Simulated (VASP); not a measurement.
Write the native input for VASP 6.6.1 that does the following.

```
Task                   : single point
Functional             : PBE
Potentials or basis    : VASP PAW PBE potentials, release 64 (Mg, S)
Cutoff                 : 520 eV
k mesh                 : 6 × 6 × 4
Occupations            : gaussian, width 0.1 eV
Spin                   : no spin polarisation
Dipole correction      : no
Further INCAR settings : ALGO = Normal; EDIFF = 1e-06; NBANDS = 11
```

The structure of MgS lies in POSCAR:

```
MgS
1.0
    3.2666120496      0.0000000000      0.0000000000
    0.0000000000      3.2666120496      0.0000000000
    0.0000000000      0.0000000000      3.2875287511
Mg S
1 1
Direct
    0.0000000000      0.0000000000      0.0000000000
    0.5000000000      0.5000000000      0.5000000000
```

The input as run:

INCAR

```
SYSTEM = MgS
  ALGO = Normal
  EDIFF = 1E-6
  ENCUT = 520
  GGA = PE
  ISIF = 2
  ISMEAR = 0
  LASPH = .True.
  LCHARG = .False.
  LREAL = .False.
  LWAVE = .False.
  NBANDS = 11
  NELM = 100
  PREC = Accurate
  SIGMA = 0.1
```

KPOINTS

```
k-points
0
Gamma
  6 6 4
  0 0 0
```

Potentials or basis: VASP PAW PBE potentials, release 64 (Mg, S).

Run with:

```sh
$ cat potpaw_PBE.64/Mg/POTCAR potpaw_PBE.64/S/POTCAR > POTCAR
$ mpirun -np 1 vasp_std > vasp.out
```

Results of the run:

```json
{"Pressure": "-0.3 GPa", "Band gap on the k mesh": "zero (filled and empty bands touch)"}
```

Caveat: the k points lie up to 0.48 Å⁻¹ apart.

Run time: 8 s on 1 thread of Intel Xeon 8259CL (shared host), peak memory 0.14 GiB.
